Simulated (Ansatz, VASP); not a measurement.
Two plane-wave programs on ScBPt3

```
CELL_PARAMETERS angstrom
4.25454 0.00000 0.00000
0.00000 4.25454 0.00000
0.00000 0.00000 4.25454
ATOMIC_POSITIONS crystal
Sc 0.00000 0.00000 0.00000
B 0.50000 0.50000 0.50000
Pt 0.00000 0.50000 0.50000
Pt 0.50000 0.50000 0.00000
Pt 0.50000 0.00000 0.50000
```

Alike in both runs: task single point; functional PBE; k mesh 12 × 12 × 12; occupations gaussian, width 0.15 eV; no spin polarisation.

```csv
,VASP,Ansatz
version,VASP 6.6.1,Ansatz 0.2.0
potentials or method,"VASP PAW PBE potentials, release 64 (Sc_sv, B, Pt), cutoff 520 eV","scalar-relativistic, plane waves, PAW"
valence electrons in the cell,44,68
```

```tsv
	VASP	Ansatz	Ansatz less VASP
gap on the k mesh at the Fermi level (eV)	none	none	-
pressure (GPa)	0.0	0.0	-0.03
```

A gap of «none» marks a metal or a gap that the smearing closes. VASP's potentials hold 44 valence electrons a cell and Ansatz's 68, so a difference there can come from the potentials and not from the codes.

Spin-orbit coupling is off throughout.
